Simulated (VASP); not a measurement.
# AlN (F-43m) in VASP: further runs

AlN is run at these levels: PBEsol; tasks: vibrations by perturbation theory.

Everything below comes from runs of VASP 6.6.1. Logs are shortened: lines on timing, memory, paths and dates and some standing lists are left out, and cuts for length are marked.

**1. The cell of the first run**

It takes space group F-43m (No. 216, cubic). Conventional cell: a = 4.266 Å, b = 4.266 Å, c = 4.266 Å, α = 90.00°, β = 90.00°, γ = 90.00°. Al (site symmetry -43m) has 4 N at 1.85 Å within 2.5 Å. Within 2.5 Å of N (site symmetry -43m) lie 4 Al at 1.85 Å.

**2. Vibrations by perturbation theory, PBEsol**

Contents of INCAR:

```
ALGO     = Normal         # electronic algorithm
EDIFF    = 1E-8           # SCF threshold, eV
ENCUT    = 520            # plane-wave cutoff, eV
GGA      = PS             # functional
IBRION   = 8              # ionic algorithm
ISIF     = 2              # what is computed and relaxed
ISMEAR   = 0              # smearing method
LASPH    = True           # aspherical terms in the spheres
LCHARG   = True           # write CHGCAR
LEPSILON = True           # dielectric tensor by DFPT
LREAL    = False          # projectors in reciprocal space
LWAVE    = False          # write WAVECAR
NELM     = 100            # most SCF steps
NSW      = 1              # ionic steps
PREC     = Accurate       # precision mode
SIGMA    = 0.01           # smearing width, eV
```

Contents of KPOINTS:

```
k-points
0
Gamma
  10 10 10
```

Contents of POSCAR:

```
AlN
1.0
    0.0000000000      2.1331009640      2.1331009640
    2.1331009640      0.0000000000      2.1331009640
    2.1331009640      2.1331009640      0.0000000000
Al N
1 1
Direct
    0.0000000000      0.0000000000      0.0000000000
    0.7500000000      0.7500000000      0.7500000000
```

Potentials or basis: VASP PAW PBE potentials, release 64 (Al, N).

Command:

```bash
cat potpaw_PBE.64/Al/POTCAR potpaw_PBE.64/N/POTCAR > POTCAR
mpirun -np 1 vasp_std > vasp.out
```

OUTCAR:

```text
EDIFF = 1E-8
   ENCUT = 520
   GGA = PS
   IBRION = 8
   ISIF = 2
   ISMEAR = 0
   LASPH = True
   LEPSILON = True
   LREAL = False
   NELM = 100
   NSW = 1
   PREC = Accurate

 ion  position               nearest neighbor table
   1  0.000  0.000  0.000-   2 1.85   2 1.85   2 1.85   2 1.85
   2  0.750  0.750  0.750-   1 1.85   1 1.85   1 1.85   1 1.85

  LATTYP: Found a face centered cubic cell.
 ALAT       =     4.2662019280

  Lattice vectors:

 A1 = (   0.0000000000,   2.1331009640,   2.1331009640)
 A2 = (   2.1331009640,   0.0000000000,   2.1331009640)
 A3 = (   2.1331009640,   2.1331009640,   0.0000000000)

Analysis of symmetry for initial positions (statically):
=====================================================================
 Subroutine PRICEL returns:
 Original cell was already a primitive cell.

 Routine SETGRP: Setting up the symmetry group for a
 face centered cubic supercell.

 Subroutine GETGRP returns: Found 24 space group operations
 (whereof 24 operations were pure point group operations)
 out of a pool of 48 trial point group operations.

The static configuration has the point symmetry T_d .

Analysis of symmetry for dynamics (positions and initial velocities):
=====================================================================
 Subroutine PRICEL returns:
 Original cell was already a primitive cell.

 Routine SETGRP: Setting up the symmetry group for a
 face centered cubic supercell.

 Subroutine GETGRP returns: Found 24 space group operations
 (whereof 24 operations were pure point group operations)
 out of a pool of 48 trial point group operations.

The dynamic configuration has the point symmetry T_d .

 Subroutine INISYM returns: Found 24 space group operations
 (whereof 24 operations are pure point group operations),
 and found     1 'primitive' translations

----------------------------------------------------------------------------------------

[... 495 lines left out ...]
     0.00000 13.53630  0.00042

 MACROSCOPIC STATIC DIELECTRIC TENSOR (including local field effects in DFT)
 ------------------------------------------------------
           4.514532     0.000000    -0.000000
          -0.000000     4.514532    -0.000000
          -0.000000    -0.000000     4.514532
 ------------------------------------------------------

 PIEZOELECTRIC TENSOR (including local field effects)  for field in x, y, z        (e  Angst)
          XX          YY          ZZ          XY          YZ          ZX
  --------------------------------------------------------------------------------
  x     0.00000     0.00000    -0.00000     0.00000     0.70388     0.00000
  y    -0.00000    -0.00000    -0.00000     0.00000     0.00000     0.70388
  z    -0.00000    -0.00000    -0.00000     0.70388     0.00000     0.00000

 PIEZOELECTRIC TENSOR (including local field effects)  for field in x, y, z        (C/m^2)
          XX          YY          ZZ          XY          YZ          ZX
  --------------------------------------------------------------------------------
  x     0.00000     0.00000    -0.00000     0.00000     0.58096     0.00000
  y    -0.00000    -0.00000    -0.00000     0.00000     0.00000     0.58096
  z    -0.00000    -0.00000    -0.00000     0.58096     0.00000     0.00000

 BORN EFFECTIVE CHARGES (including local field effects) (in |e|, cummulative output)
 ---------------------------------------------------------------------------------
 ion    1
    1     2.52269     0.00000     0.00000
    2     0.00000     2.52269    -0.00000
    3     0.00000    -0.00000     2.52269
 ion    2
    1    -2.52269     0.00000    -0.00000
    2     0.00000    -2.52269     0.00000
    3     0.00000     0.00000    -2.52269

 INTERNAL STRAIN TENSOR FOR ION    2 for displacements in x,y,z  (eV/Angst):
          X           Y           Z          XY          YZ          ZX
  --------------------------------------------------------------------------------
  x    -0.00000     0.00000     0.00000     0.00000    13.53630     0.00000
  y     0.00000    -0.00000     0.00000     0.00000     0.00000    13.53630
  z     0.00000     0.00000    -0.00000    13.53630     0.00000     0.00000

 SECOND DERIVATIVES (NOT SYMMETRIZED)
 ------------------------------------
               1X          1Y          1Z          2X          2Y          2Z
  1X   -17.944008    0.000000    0.000000   17.944008    0.000000    0.000000
  1Y     0.000000  -17.944008    0.000000    0.000000   17.944008    0.000000
  1Z     0.000000    0.000000  -17.944008    0.000000    0.000000   17.944008
  2X    17.936609    0.000000    0.000000  -17.936609    0.000000    0.000000
  2Y     0.000000   17.936609    0.000000    0.000000  -17.936609    0.000000
  2Z     0.000000    0.000000   17.936609    0.000000    0.000000  -17.936609

 Eigenvectors and eigenvalues of the dynamical matrix
 ----------------------------------------------------

   1 f  =   21.809189 THz   137.031178 2PiTHz  727.476251 cm-1    90.195519 meV
             X         Y         Z           dx          dy          dz
      0.000000  0.000000  0.000000    -0.584577    0.000000    0.000000
      3.199651  3.199651  3.199651     0.811338    0.000000    0.000000
[... 21 lines left out ...]
   6 f/i=    0.002133 THz     0.013402 2PiTHz    0.071147 cm-1     0.008821 meV
             X         Y         Z           dx          dy          dz
      0.000000  0.000000  0.000000     0.802781   -0.111210   -0.038004
      3.199651  3.199651  3.199651     0.578412   -0.080128   -0.027382

--------------------------------------------------------------------------------------------------------

 MACROSCOPIC STATIC DIELECTRIC TENSOR IONIC CONTRIBUTION
 ------------------------------------------------------
           3.306727     0.000000     0.000000
           0.000000     3.306727    -0.000000
           0.000000    -0.000000     3.306727
 ------------------------------------------------------

 ELASTIC MODULI CONTR FROM IONIC RELAXATION (kBar)
 Direction    XX          YY          ZZ          XY          YZ          ZX
 --------------------------------------------------------------------------------
 XX          -0.0000      0.0000     -0.0000     -0.0000      0.0000     -0.0000
 YY           0.0000     -0.0000      0.0000     -0.0000     -0.0000      0.0000
 ZZ          -0.0000      0.0000     -0.0000      0.0000     -0.0000     -0.0000
 XY          -0.0000     -0.0000      0.0000   -806.1292     -0.0000      0.0000
 YZ           0.0000     -0.0000     -0.0000     -0.0000   -806.1292     -0.0000
 ZX          -0.0000      0.0000     -0.0000      0.0000     -0.0000   -806.1292
 --------------------------------------------------------------------------------

 PIEZOELECTRIC TENSOR IONIC CONTR  for field in x, y, z        (C/m^2)
          XX          YY          ZZ          XY          YZ          ZX
  --------------------------------------------------------------------------------
  x     0.00000    -0.00000    -0.00000    -0.00000    -1.53629    -0.00000
  y    -0.00000     0.00000    -0.00000     0.00000    -0.00000    -1.53629
  z    -0.00000    -0.00000     0.00000    -1.53629    -0.00000     0.00000
```

stdout:

```text
POSCAR found type information on POSCAR AlN
 POSCAR found :  2 types and       2 ions
 scaLAPACK will be used
 -----------------------------------------------------------------------------
|                                                                             |
|                                                                             |
[... 39 lines left out ...]
 first order change of Fermi-energy  -0.24647E+00
 force on displaced ion       1 direction 1 : -17.944   0.000   0.000
 Born effective charge ion    1 direction 1 :   2.523   0.000   0.000
 Linear response progress:
 first order change of Fermi-energy   0.24681E+00
 force on displaced ion       2 direction 1 : -17.937   0.000   0.000
 Born effective charge ion    2 direction 1 :  -2.522   0.000   0.000
 Born effective charges drift removed
 Linear response finished
```

Wall time 78 s (1 thread of Intel Xeon Platinum 8559C (Emerald Rapids), shared host); peak memory 0.19 GiB.

What came out:

| Item | Value |
| --- | --- |
| Electronic dielectric tensor (diagonal) | 4.51 |
| Born charges (mean of the diagonal) | Al +2.52; N -2.52 e |
| Highest phonon frequency at Γ, LO-TO splitting left out | 727 cm⁻¹ |

Phonon frequencies in cm⁻¹ (negative: imaginary):
```
              q point        frequencies
(0.000, 0.000, 0.000)  0 0 0 727 727 727
```

Electronic dielectric tensor:
```
4.51 0.00 0.00
0.00 4.51 0.00
0.00 0.00 4.51
```

Born effective charge tensors (e):
atom 1, Al
```
2.52 0.00 0.00
0.00 2.52 0.00
0.00 0.00 2.52
```
atom 2, N
```
-2.52  0.00  0.00
 0.00 -2.52  0.00
 0.00  0.00 -2.52
```

Caveat: the cell wasn't relaxed at this level first, which shifts response properties; the PAW data sets were made with another functional, which shifts forces and pressure a little.

**3. Vibrations by perturbation theory, PBEsol**

This run uses another cell than the first one, of 10.15 Å³/atom, 1.046 times its volume.

Contents of INCAR:

```
PREC     = Accurate       # precision mode
ENCUT    = 520            # plane-wave cutoff, eV
EDIFF    = 1E-8           # SCF threshold, eV
ISMEAR   = 0              # smearing method
SIGMA    = 0.01           # smearing width, eV
LREAL    = False          # projectors in reciprocal space
LASPH    = True           # aspherical terms in the spheres
NELM     = 60             # most SCF steps
ALGO     = Normal         # electronic algorithm
ISIF     = 2              # what is computed and relaxed
LWAVE    = False          # write WAVECAR
LCHARG   = False          # write CHGCAR
GGA      = PS             # functional
NBANDS   = 11             # bands
IBRION   = 8              # ionic algorithm
NSW      = 1              # ionic steps
LEPSILON = True           # dielectric tensor by DFPT
```

Contents of KPOINTS:

```
regular mesh
0
Gamma
  10 10 10
```

Contents of POSCAR:

```
AlN
1.0
    0.0000000000      2.1650432532      2.1650432532
    2.1650432532      0.0000000000      2.1650432532
    2.1650432532      2.1650432532      0.0000000000
Al N
1 1
Direct
    0.0000000000      0.0000000000      0.0000000000
    0.7500000000      0.7500000000      0.7500000000
```

Potentials or basis: VASP PAW PBE potentials, release 64 (Al, N).

Command:

```bash
cat potpaw_PBE.64/Al/POTCAR potpaw_PBE.64/N/POTCAR > POTCAR
mpirun -np 1 vasp_std > vasp.out
```

OUTCAR:

```text
PREC = Accurate
   ENCUT = 520
   EDIFF = 1E-8
   ISMEAR = 0
   LREAL = False
   LASPH = True
   NELM = 60
   ISIF = 2
   GGA = PS
   IBRION = 8
   NSW = 1
   LEPSILON = True

 ion  position               nearest neighbor table
   1  0.000  0.000  0.000-   2 1.87   2 1.87   2 1.87   2 1.87
   2  0.750  0.750  0.750-   1 1.87   1 1.87   1 1.87   1 1.87

  LATTYP: Found a face centered cubic cell.
 ALAT       =     4.3300865064

  Lattice vectors:

 A1 = (   0.0000000000,   2.1650432532,   2.1650432532)
 A2 = (   2.1650432532,   0.0000000000,   2.1650432532)
 A3 = (   2.1650432532,   2.1650432532,   0.0000000000)

Analysis of symmetry for initial positions (statically):
=====================================================================
 Subroutine PRICEL returns:
 Original cell was already a primitive cell.

 Routine SETGRP: Setting up the symmetry group for a
 face centered cubic supercell.

 Subroutine GETGRP returns: Found 24 space group operations
 (whereof 24 operations were pure point group operations)
 out of a pool of 48 trial point group operations.

The static configuration has the point symmetry T_d .

Analysis of symmetry for dynamics (positions and initial velocities):
=====================================================================
 Subroutine PRICEL returns:
 Original cell was already a primitive cell.

 Routine SETGRP: Setting up the symmetry group for a
 face centered cubic supercell.

 Subroutine GETGRP returns: Found 24 space group operations
[... 594 lines left out ...]
          XX          YY          ZZ          XY          YZ          ZX
  --------------------------------------------------------------------------------
  x     0.00000     0.00000     0.00000     0.00000     0.60133     0.00000
  y    -0.00000    -0.00000    -0.00000     0.00000     0.00000     0.60133
  z    -0.00000     0.00000     0.00000     0.60133     0.00000     0.00000

 BORN EFFECTIVE CHARGES (including local field effects) (in |e|, cummulative output)
 ---------------------------------------------------------------------------------
 ion    1
    1     2.52896     0.00000    -0.00000
    2     0.00000     2.52896     0.00000
    3    -0.00000     0.00000     2.52896
 ion    2
    1    -2.52896    -0.00000     0.00000
    2     0.00000    -2.52896     0.00000
    3     0.00000    -0.00000    -2.52896

 INTERNAL STRAIN TENSOR FOR ION    2 for displacements in x,y,z  (eV/Angst):
          X           Y           Z          XY          YZ          ZX
  --------------------------------------------------------------------------------
  x     0.00000     0.00000     0.00000     0.00000    10.82814     0.00000
  y     0.00000     0.00000     0.00000     0.00000     0.00000    10.82814
  z     0.00000     0.00000     0.00000    10.82814     0.00000     0.00000

 SECOND DERIVATIVES (NOT SYMMETRIZED)
 ------------------------------------
               1X          1Y          1Z          2X          2Y          2Z
  1X   -15.820713    0.000000    0.000000   15.820713    0.000000    0.000000
  1Y     0.000000  -15.820713    0.000000    0.000000   15.820713    0.000000
  1Z     0.000000    0.000000  -15.820713    0.000000    0.000000   15.820713
  2X    15.819235    0.000000    0.000000  -15.819235    0.000000    0.000000
  2Y     0.000000   15.819235    0.000000    0.000000  -15.819235    0.000000
  2Z     0.000000    0.000000   15.819235    0.000000    0.000000  -15.819235

 Eigenvectors and eigenvalues of the dynamical matrix
 ----------------------------------------------------

   1 f  =   20.480399 THz   128.682144 2PiTHz  683.152586 cm-1    84.700088 meV
             X         Y         Z           dx          dy          dz
      0.000000  0.000000  0.000000     0.000000    0.584516    0.000000
      3.247565  3.247565  3.247565     0.000000   -0.811382    0.000000
[... 21 lines left out ...]
   6 f/i=    0.000454 THz     0.002850 2PiTHz    0.015132 cm-1     0.001876 meV
             X         Y         Z           dx          dy          dz
      0.000000  0.000000  0.000000     0.000000    0.000000    0.811382
      3.247565  3.247565  3.247565     0.000000    0.000000    0.584516

--------------------------------------------------------------------------------------------------------

 MACROSCOPIC STATIC DIELECTRIC TENSOR IONIC CONTRIBUTION
 ------------------------------------------------------
           3.604244     0.000000     0.000000
           0.000000     3.604244     0.000000
           0.000000     0.000000     3.604244
 ------------------------------------------------------

 ELASTIC MODULI CONTR FROM IONIC RELAXATION (kBar)
 Direction    XX          YY          ZZ          XY          YZ          ZX
 --------------------------------------------------------------------------------
 XX          -0.0000     -0.0000      0.0000     -0.0000     -0.0000     -0.0000
 YY          -0.0000     -0.0000      0.0000      0.0000     -0.0000     -0.0000
 ZZ           0.0000      0.0000     -0.0000     -0.0000      0.0000      0.0000
 XY          -0.0000      0.0000     -0.0000   -555.0022     -0.0000     -0.0000
 YZ          -0.0000     -0.0000      0.0000     -0.0000   -555.0022     -0.0000
 ZX          -0.0000     -0.0000      0.0000     -0.0000     -0.0000   -555.0022
 --------------------------------------------------------------------------------

 PIEZOELECTRIC TENSOR IONIC CONTR  for field in x, y, z        (C/m^2)
          XX          YY          ZZ          XY          YZ          ZX
  --------------------------------------------------------------------------------
  x    -0.00000    -0.00000     0.00000    -0.00000    -1.33084    -0.00000
  y    -0.00000    -0.00000     0.00000    -0.00000    -0.00000    -1.33084
  z    -0.00000     0.00000    -0.00000    -1.33084    -0.00000    -0.00000
```

OSZICAR:

```text
N       E                     dE             d eps       ncg     rms          rms(c)
DAV:   1     0.121737248925E+02    0.12174E+02   -0.37930E+03  1042   0.604E+02
DAV:   2    -0.169173717944E+02   -0.29091E+02   -0.28032E+02  1235   0.141E+02
DAV:   3    -0.178765534889E+02   -0.95918E+00   -0.95798E+00  1261   0.247E+01
[... 137 lines left out ...]
RMM:   6    -0.237947858613E+00   -0.14721E-04   -0.19387E-07  6532   0.275E-03    0.111E-03
RMM:   7    -0.237944854410E+00    0.30042E-05   -0.69783E-08  6460   0.866E-04    0.847E-05
RMM:   8    -0.237943687959E+00    0.11665E-05   -0.28012E-09  6647   0.109E-04    0.412E-05
RMM:   9    -0.237943642460E+00    0.45500E-07    0.57082E-10  6689   0.368E-05    0.358E-06
RMM:  10    -0.237943674850E+00   -0.32390E-07   -0.10873E-09  6949   0.495E-06    0.129E-06
RMM:  11    -0.237943676747E+00   -0.18977E-08   -0.33528E-09  5850   0.319E-06    0.157E-07
 Linear response finished
```

Wall time 95 s (1 thread of Intel Xeon Platinum 8559C (Emerald Rapids), shared host); peak memory 0.21 GiB.

Results:

```
Electronic dielectric tensor (diagonal)                 : 4.58
Born charges (mean of the diagonal)                     : Al +2.53; N -2.53 e
Highest phonon frequency at Γ, LO-TO splitting left out : 683 cm⁻¹
```

Phonon frequencies in cm⁻¹ (negative: imaginary):
| q point | frequencies |
| --- | --- |
| (0.000, 0.000, 0.000) | 0 0 0 683 683 683 |

Electronic dielectric tensor:
```
4.58 0.00 0.00
0.00 4.58 0.00
0.00 0.00 4.58
```

Born effective charge tensors (e):
atom 1, Al
```
2.53 0.00 0.00
0.00 2.53 0.00
0.00 0.00 2.53
```
atom 2, N
```
-2.53  0.00  0.00
 0.00 -2.53  0.00
 0.00  0.00 -2.53
```

Caveat: the cell wasn't relaxed at this level first, which shifts response properties; the PAW data sets were made with another functional, which shifts forces and pressure a little.

[end of part 1 of 2]
